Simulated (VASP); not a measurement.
# O in VASP: further runs, part 2 of 2

VASP 6.6.1.

### 3 Single point, PBE+D3(BJ), collinear spin, ferromagnetic start

INCAR

```
SYSTEM = O
  PREC = Accurate
  ENCUT = 1000
  EDIFF = 1E-6
  ISMEAR = -1
  SIGMA = 0.02
  LREAL = .False.
  LASPH = .True.
  NELM = 200
  ALGO = Normal
  ISIF = 2
  LWAVE = .False.
  LCHARG = .False.
  ISPIN = 2
  MAGMOM = 0.56 0.56 0.56 0.56 0.56 0.56 0.56 0.56 0.56 0.56 0.56 0.56
  LORBIT = 11
  GGA = PE
  IVDW = 12
  NBANDS = 52
  GGA_COMPAT = .False.
```

KPOINTS

```
Automatic mesh
0
Gamma
  1 1 1
  0 0 0
```

POSCAR

```
O
1.0
    6.0876040000      0.0000000000      0.0000000000
    0.0000000000      6.0876040000      0.0000000000
    0.0000000000      0.0000000000      6.0876040000
O
12
Direct
    0.2317496342      0.3240683855      0.2639954899
    0.3359285525      0.1936722559      0.1483999288
    0.7545825911      0.3128160110      0.1913725006
    0.6827645162      0.4929525639      0.1361947985
    0.8531271088      0.2155692125      0.7466812887
    1.0169682522      0.2067151543      0.6346996290
    0.5665118822      0.8249879591      0.6842593572
    0.5549309712      0.9653880246      0.5448449012
    0.2564555776      0.6390363105      0.9494868589
    0.1550856462      0.6296401671      0.7766602427
    0.9827511776      0.7638801735      0.3949665583
    0.9813056171      0.8724286271      0.2281193061
```

Potentials or basis: VASP PAW PBE potentials, release 64 (O_h).

The run is started by

```bash
$ cat potpaw_PBE.64/O_h/POTCAR > POTCAR
$ mpirun -np 1 vasp_gam > vasp.out
```

OUTCAR:

```text
SYSTEM = O
   PREC = Accurate
   ENCUT = 1000
   EDIFF = 1E-6
   ISMEAR = -1
   LREAL = .False.
   LASPH = .True.
   NELM = 200
   ISIF = 2
   ISPIN = 2
   LORBIT = 11
   GGA = PE
   IVDW = 12
 IVDW          = 12

 ion  position               nearest neighbor table
   1  0.232  0.324  0.264-   2 1.24
   2  0.336  0.194  0.148-   1 1.24
   3  0.755  0.313  0.191-   4 1.23
   4  0.683  0.493  0.136-   3 1.23
   5  0.853  0.216  0.747-   6 1.21
   6  0.017  0.207  0.635-   5 1.21
   7  0.567  0.825  0.684-   8 1.21
   8  0.555  0.965  0.545-   7 1.21
   9  0.256  0.639  0.949-  10 1.22
  10  0.155  0.630  0.777-   9 1.22
  11  0.983  0.764  0.395-  12 1.21
  12  0.981  0.872  0.228-  11 1.21

  LATTYP: Found a simple cubic cell.
 ALAT       =     6.0876040000

  Lattice vectors:

 A1 = (   6.0876040000,   0.0000000000,   0.0000000000)
 A2 = (   0.0000000000,   6.0876040000,   0.0000000000)
 A3 = (   0.0000000000,   0.0000000000,   6.0876040000)

Analysis of symmetry for initial positions (statically):
=====================================================================
 Subroutine PRICEL returns:
 Original cell was already a primitive cell.

 Routine SETGRP: Setting up the symmetry group for a
 simple cubic supercell.

 Subroutine GETGRP returns: Found  1 space group operations
 (whereof  1 operations were pure point group operations)
 out of a pool of 48 trial point group operations.

The static configuration has the point symmetry C_1 .

Analysis of symmetry for dynamics (positions and initial velocities):
=====================================================================
 Subroutine PRICEL returns:
 Original cell was already a primitive cell.

 Routine SETGRP: Setting up the symmetry group for a
 simple cubic supercell.

 Subroutine GETGRP returns: Found  1 space group operations
 (whereof  1 operations were pure point group operations)
 out of a pool of 48 trial point group operations.

The dynamic configuration has the point symmetry C_1 .

Analysis of structural, dynamic, and magnetic symmetry:
=====================================================================
 Subroutine PRICEL returns:
 Original cell was already a primitive cell.

 Routine SETGRP: Setting up the symmetry group for a
 simple cubic supercell.

 Subroutine GETGRP returns: Found  1 space group operations
 (whereof  1 operations were pure point group operations)
 out of a pool of 48 trial point group operations.

The overall configuration has the point symmetry C_1 .

 Subroutine INISYM returns: Found  1 space group operations
 (whereof  1 operations are pure point group operations),
 and found     1 'primitive' translations

----------------------------------------------------------------------------------------

                                     Primitive cell

  volume of cell :     225.6000

  direct lattice vectors                    reciprocal lattice vectors
     6.087604000  0.000000000  0.000000000     0.164268241  0.000000000  0.000000000
     0.000000000  6.087604000  0.000000000     0.000000000  0.164268241  0.000000000
     0.000000000  0.000000000  6.087604000     0.000000000  0.000000000  0.164268241

  length of vectors
     6.087604000  6.087604000  6.087604000     0.164268241  0.164268241  0.164268241

  position of ions in fractional coordinates (direct lattice)
     0.231749634  0.324068385  0.263995490
[... 102 lines left out ...]
   IVDW    =    12    specifies the selected vdW correction
   LEPSILON=     F    determine dielectric tensor
   LRPA    =     F    only Hartree local field effects (RPA)
 spin polarized calculation
  energy-cutoff  :     1000.00
  volume of cell :      225.60
 maximum number of plane-waves:      8140
 NGX is ok and might be reduce to    64
   NGX = 31   NGY = 31   NGZ = 31

 number of electron      72.0000000 magnetization       6.7200000

 number of electron      72.0000007 magnetization      12.0010236

 Free energy of the ion-electron system (eV)
  ---------------------------------------------------
  ext. energy  EPLUGINS =         0.00000000
  ---------------------------------------------------
  free energy    TOTEN  =       -59.84829461 eV

  energy without entropy =      -59.84829461  energy(sigma->0) =      -59.84829461

 E-fermi :  -1.6746     XC(G=0):  -6.9445

 val. band max:       -2.2474474272   @ k =   0.0000   0.0000   0.0000
 cond. band min:      -0.6281892006   @ k =   0.0000   0.0000   0.0000
 fundamental gap:      1.6192582266
 Fermi energy:        -1.6745640885

 spin component 1

 k-point     1 :       0.0000    0.0000    0.0000
  band No.  band energies     occupation
      1     -28.7338      1.00000
      2     -28.6331      1.00000
      3     -28.5757      1.00000
      4     -28.3549      1.00000
      5     -28.2576      1.00000
      6     -28.0413      1.00000
[... 40 lines left out ...]
     47       6.8641      0.00000
     48       7.1157      0.00000
 Fermi energy:        -1.6745640885

 spin component 2

 k-point     1 :       0.0000    0.0000    0.0000
  band No.  band energies     occupation
      1     -27.5540      1.00000
      2     -27.4482      1.00000
      3     -27.3900      1.00000
      4     -27.1595      1.00000
      5     -27.0630      1.00000
      6     -26.8363      1.00000
[... 40 lines left out ...]
     47       7.4872      0.00000
     48       7.8693      0.00000
 [bands above 48 left out]

------------------------ aborting loop because EDIFF is reached ----------------------------------------

 Edisp (eV)   -0.49674

 E8    (eV) :    -0.1174

  FORCE on cell =-STRESS in cart. coord.  units (eV):
  Direction    XX          YY          ZZ          XY          YZ          ZX
  --------------------------------------------------------------------------------------
  -------------------------------------------------------------------------------------
  Total       2.75366     1.04091     2.32946     1.60592    -1.25943    -0.29600
  in kB      19.55610     7.39238    16.54350    11.40503    -8.94426    -2.10214
  external pressure =       14.50 kB  Pullay stress =        0.00 kB

 VOLUME and BASIS-vectors are now :
 -----------------------------------------------------------------------------
  energy-cutoff  :     1000.00
  volume of cell :      225.60
      direct lattice vectors                 reciprocal lattice vectors
     6.087604000  0.000000000  0.000000000     0.164268241  0.000000000  0.000000000
     0.000000000  6.087604000  0.000000000     0.000000000  0.164268241  0.000000000
     0.000000000  0.000000000  6.087604000     0.000000000  0.000000000  0.164268241

 POSITION                                       TOTAL-FORCE (eV/Angst)
 -----------------------------------------------------------------------------------
      1.41080      1.97280      1.60710         0.700614     -0.908790     -0.664352
      2.04500      1.17900      0.90340        -0.845291      0.677467      0.645486
      4.59360      1.90430      1.16500        -0.117023      0.734734     -0.114277
      4.15640      3.00090      0.82910         0.317249     -0.587630      0.162690
      5.19350      1.31230      4.54550        -0.393198      0.133959      0.446507
      0.10330      1.25840      3.86380         0.503498     -0.127157     -0.283864
      3.44870      5.02220      4.16550         0.173048     -0.534074      0.532382
      3.37820      5.87690      3.31680        -0.235241      0.466038     -0.694773
      1.56120      3.89020      5.78010        -0.101284      0.002057     -0.281832
      0.94410      3.83300      4.72800         0.082607      0.051712      0.325972
      5.98260      4.65020      2.40440         0.016209     -0.222117      0.258549
      5.97380      5.31100      1.38870        -0.101188      0.313803     -0.332488
 -----------------------------------------------------------------------------------
    total drift:                               -0.003931     -0.003719     -0.000867

  FREE ENERGIE OF THE ION-ELECTRON SYSTEM (eV)
  ---------------------------------------------------
  free  energy   TOTEN  =       -60.3450334992 eV

  energy  without entropy=      -60.3450334992  energy(sigma->0) =      -60.34503350

 total charge

# of ion       s       p       d       tot
------------------------------------------
    1        1.093   2.206   0.000   3.299
    2        1.092   2.207   0.000   3.299
    3        1.091   2.213   0.000   3.304
    4        1.090   2.214   0.000   3.304
    5        1.089   2.228   0.000   3.317
    6        1.089   2.227   0.000   3.316
    7        1.089   2.229   0.000   3.317
    8        1.089   2.230   0.000   3.318
    9        1.091   2.218   0.000   3.309
   10        1.090   2.218   0.000   3.309
   11        1.089   2.226   0.000   3.315
   12        1.089   2.225   0.000   3.315
--------------------------------------------------
tot         13.082  26.640   0.000  39.722

 magnetization (x)

# of ion       s       p       d       tot
------------------------------------------
    1        0.015   0.610   0.000   0.625
    2        0.014   0.607   0.000   0.621
    3        0.015   0.612   0.000   0.627
    4        0.013   0.603   0.000   0.616
    5        0.014   0.609   0.000   0.623
    6        0.014   0.609   0.000   0.623
    7        0.014   0.606   0.000   0.620
    8        0.014   0.607   0.000   0.620
    9        0.014   0.612   0.000   0.627
   10        0.014   0.606   0.000   0.620
   11        0.013   0.605   0.000   0.619
   12        0.014   0.610   0.000   0.624
--------------------------------------------------
tot          0.168   7.297   0.000   7.464
```

Run time: 48 s. Hardware: 1 thread of Intel Xeon 6975P-C (Granite Rapids), shared host; peak memory 0.7 GiB.

What came out:

```yaml
Free_energy: -60.3450 eV
Pressure: 1.4 GPa
Largest_force: 1.326 eV/Å
Net_moment: 12.00 μB per cell
Site_moments: O +0.62, +0.63 (each value once) μB
Valence_electrons_inside_the_program's_atomic_spheres: O 3.30, 3.32, 3.31 (each value once)
Dispersion_energy_per_atom: -0.041 eV
```

Forces in eV/Å, atoms in the order of the input:
```
O    0.701 -0.909 -0.664
O   -0.845  0.677  0.645
O   -0.117  0.735 -0.114
O    0.317 -0.588  0.163
O   -0.393  0.134  0.447
O    0.503 -0.127 -0.284
O    0.173 -0.534  0.532
O   -0.235  0.466 -0.695
O   -0.101  0.002 -0.282
O    0.083  0.052  0.326
O    0.016 -0.222  0.259
O   -0.101  0.314 -0.332
```

Levels at points of the mesh, in eV from the Fermi level:
Spin up:
```csv
k point,band 39,band 40,band 41,band 42,band 43,band 44,band 45,band 46
"(0.00, 0.00, 0.00)",-0.80,-0.72,-0.67,-0.57,5.96,7.47,7.89,8.08
```
Spin down:
```
           k point  band 27  band 28  band 29  band 30  band 31  band 32  band 33  band 34
(0.00, 0.00, 0.00)    -5.30    -5.22    -5.06    -4.79     1.05     1.09     1.13     1.22
```

Caveat: the k points lie up to 1.03 Å⁻¹ apart, too coarse for converged energies, forces and pressures.

### 4 Single point, PBE+D3(BJ), collinear spin, ferromagnetic start

INCAR

```
SYSTEM = O
PREC = Accurate
ENCUT = 1000
EDIFF = 1E-6
ISMEAR = -1
SIGMA = 0.02
LREAL = .False.
LASPH = .True.
NELM = 200
ALGO = Normal
ISIF = 2
LWAVE = .False.
LCHARG = .False.
ISPIN = 2
MAGMOM = 0.56 0.56 0.56 0.56 0.56 0.56 0.56 0.56 0.56 0.56 0.56 0.56
LORBIT = 11
GGA = PE
IVDW = 12
NBANDS = 52
GGA_COMPAT = .False.
```

KPOINTS is that of step 3.

POSCAR

```
O
1.0
    6.0876040000      0.0000000000      0.0000000000
    0.0000000000      6.0876040000      0.0000000000
    0.0000000000      0.0000000000      6.0876040000
O
12
Direct
    0.2634862583      0.2222877835      0.3596488865
    0.3486593412      0.1935244145      0.1758984323
    0.8445030261      0.4044448358      0.1370818470
    0.6781978591      0.5179870438      0.1442932228
    0.8994836064      0.2398316316      0.6307571912
    0.9969768073      0.1242689242      0.7616296986
    0.5731811728      0.8722315052      0.6492373683
    0.4552201490      0.8710980543      0.4889279920
    0.2206122474      0.6387570545      0.9969603805
    0.1750606643      0.5729347704      0.8145076454
    0.9805171296      0.7538269572      0.3661703357
    0.9381194966      0.9329943275      0.2886192992
```

Potentials or basis: VASP PAW PBE potentials, release 64 (O_h).

The run is started by

```bash
$ cat potpaw_PBE.64/O_h/POTCAR > POTCAR
$ mpirun -np 1 vasp_gam > vasp.out
```

OUTCAR:

```text
SYSTEM = O
   PREC = Accurate
   ENCUT = 1000
   EDIFF = 1E-6
   ISMEAR = -1
   LREAL = .False.
   LASPH = .True.
   NELM = 200
   ISIF = 2
   ISPIN = 2
   LORBIT = 11
   GGA = PE
   IVDW = 12
 IVDW          = 12

 ion  position               nearest neighbor table
   1  0.263  0.222  0.360-   2 1.25
   2  0.349  0.194  0.176-   1 1.25
   3  0.845  0.404  0.137-   4 1.23
   4  0.678  0.518  0.144-   3 1.23
   5  0.899  0.240  0.631-   6 1.22
   6  0.997  0.124  0.762-   5 1.22
   7  0.573  0.872  0.649-   8 1.21
   8  0.455  0.871  0.489-   7 1.21
   9  0.221  0.639  0.997-  10 1.21
  10  0.175  0.573  0.815-   9 1.21
  11  0.981  0.754  0.366-  12 1.22
  12  0.938  0.933  0.289-  11 1.22

  LATTYP: Found a simple cubic cell.
 ALAT       =     6.0876040000
[... 345 lines left out ...]
 -----------------------------------------------------------------------------------
    total drift:                                0.001125     -0.002082     -0.000525

  FREE ENERGIE OF THE ION-ELECTRON SYSTEM (eV)
  ---------------------------------------------------
  free  energy   TOTEN  =       -60.3185537811 eV

  energy  without entropy=      -60.3185537811  energy(sigma->0) =      -60.31855378

 total charge

# of ion       s       p       d       tot
------------------------------------------
    1        1.094   2.200   0.000   3.294
    2        1.093   2.199   0.000   3.292
    3        1.091   2.214   0.000   3.305
    4        1.091   2.213   0.000   3.304
    5        1.090   2.220   0.000   3.310
    6        1.089   2.220   0.000   3.309
    7        1.088   2.225   0.000   3.314
    8        1.090   2.226   0.000   3.316
    9        1.090   2.225   0.000   3.314
   10        1.089   2.224   0.000   3.314
   11        1.091   2.223   0.000   3.314
   12        1.090   2.223   0.000   3.313
--------------------------------------------------
tot         13.085  26.614   0.000  39.699

 magnetization (x)

# of ion       s       p       d       tot
------------------------------------------
    1        0.014   0.615   0.000   0.629
    2        0.014   0.608   0.000   0.622
    3        0.014   0.610   0.000   0.624
    4        0.014   0.608   0.000   0.622
    5        0.014   0.610   0.000   0.624
    6        0.014   0.605   0.000   0.619
    7        0.013   0.602   0.000   0.616
    8        0.014   0.611   0.000   0.625
    9        0.014   0.610   0.000   0.624
   10        0.014   0.607   0.000   0.620
   11        0.014   0.611   0.000   0.624
   12        0.014   0.606   0.000   0.620
--------------------------------------------------
tot          0.166   7.303   0.000   7.469
```

OSZICAR:

```text
N       E                     dE             d eps       ncg     rms          rms(c)
DAV:   1     0.112920744947E+04    0.11292E+04   -0.56381E+04   208   0.219E+03
DAV:   2     0.128795828912E+03   -0.10004E+04   -0.95836E+03   300   0.399E+02
DAV:   3    -0.523192236874E+02   -0.18112E+03   -0.17626E+03   252   0.183E+02
DAV:   4    -0.579058171040E+02   -0.55866E+01   -0.53176E+01   240   0.340E+01
DAV:   5    -0.580728970398E+02   -0.16708E+00   -0.16679E+00   312   0.541E+00    0.211E+01
DAV:   6    -0.592933958109E+02   -0.12205E+01   -0.86215E+00   256   0.159E+01    0.841E+00
DAV:   7    -0.598380562326E+02   -0.54466E+00   -0.14099E+00   248   0.718E+00    0.357E+00
DAV:   8    -0.598042393649E+02    0.33817E-01   -0.36933E-01   232   0.321E+00    0.134E+00
DAV:   9    -0.598121713071E+02   -0.79319E-02   -0.44312E-02   224   0.160E+00    0.546E-01
DAV:  10    -0.598152013222E+02   -0.30300E-02   -0.53058E-03   224   0.592E-01    0.153E-01
DAV:  11    -0.598150327062E+02    0.16862E-03   -0.10899E-03   224   0.293E-01    0.578E-02
DAV:  12    -0.598150823902E+02   -0.49684E-04   -0.20235E-04   256   0.132E-01    0.276E-02
DAV:  13    -0.598150785444E+02    0.38459E-05   -0.45224E-05   248   0.572E-02    0.147E-02
DAV:  14    -0.598150793205E+02   -0.77610E-06   -0.12825E-05   240   0.313E-02    0.740E-03
DAV:  15    -0.598150783504E+02    0.97003E-06   -0.45435E-06   216   0.194E-02
   1 F= -.60318554E+02 E0= -.60318554E+02  d E =-.990394E-13  mag=    11.9999
```

Wall time 47 s (1 thread of Intel Xeon 6975P-C (Granite Rapids), shared host); peak memory 0.7 GiB.

What came out:

```yaml
Free_energy: -60.3186 eV
Pressure: 1.1 GPa
Largest_force: 1.959 eV/Å
Net_moment: 12.00 μB per cell
Site_moments: O +0.63, +0.62 (each value once) μB
Valence_electrons_inside_the_program's_atomic_spheres: O 3.29, 3.31, 3.30, 3.32 (each value once)
Dispersion_energy_per_atom: -0.042 eV
```

Forces in eV/Å, atoms in the order of the input:
```
O    0.869  0.210 -1.743
O   -0.770  0.170  1.534
O   -0.699  0.132 -0.038
O    0.463 -0.333 -0.099
O   -0.148  0.087  0.180
O   -0.006 -0.066  0.000
O    0.236 -0.039  0.448
O   -0.106 -0.338 -0.240
O    0.220  0.229  0.233
O   -0.006 -0.063 -0.369
O    0.130  0.059  0.304
O   -0.182 -0.046 -0.210
```

Stress tensor (GPa, compression positive):
```
1.15 0.79 0.80
0.79 1.90 0.12
0.80 0.12 0.40
```

Levels at points of the mesh, in eV from the Fermi level:
Spin up:
```
           k point  band 39  band 40  band 41  band 42  band 43  band 44  band 45  band 46
(0.00, 0.00, 0.00)    -0.74    -0.69    -0.63    -0.59     5.92     7.33     7.92     8.21
```
Spin down:
```tsv
k point	band 26	band 27	band 28	band 29	band 30	band 31	band 32	band 33	band 34	band 35
(0.00, 0.00, 0.00)	-5.40	-5.33	-5.13	-4.99	-4.81	0.89	0.96	1.08	1.24	1.31
```

Caveat: the k points lie up to 1.03 Å⁻¹ apart, too coarse for converged energies, forces and pressures.

### 5 Summary

| potentials or basis | cell | cutoff (eV) | pressure (GPa) | moment (μB) | largest force (eV/Å) |
| --- | --- | --- | --- | --- | --- |
| VASP PAW PBE potentials, release 64 (O) | as given, atomic positions A | 520 | 4.9 | 12.00 | 3.68 |
| VASP PAW PBE potentials, release 64 (O_h) | as given, atomic positions B | 1000 | 1.4 | 12.00 | 1.33 |
| VASP PAW PBE potentials, release 64 (O_h) | as given, atomic positions C | 1000 | 1.1 | 12.00 | 1.96 |

Alike in all rows: task single point; level PBE+D3(BJ); spin collinear, ferromagnetic start; k mesh 1 × 1 × 1; smearing fermi-dirac 0.02 eV.

Caveats: all runs use coarse meshes; the standard files for N, O and F lose accuracy on very short bonds (at least some runs); the atoms stand as in a frame of molecular dynamics (at least some runs).

Total energies depend on the potentials used, so only differences within one code and one set of settings carry meaning.
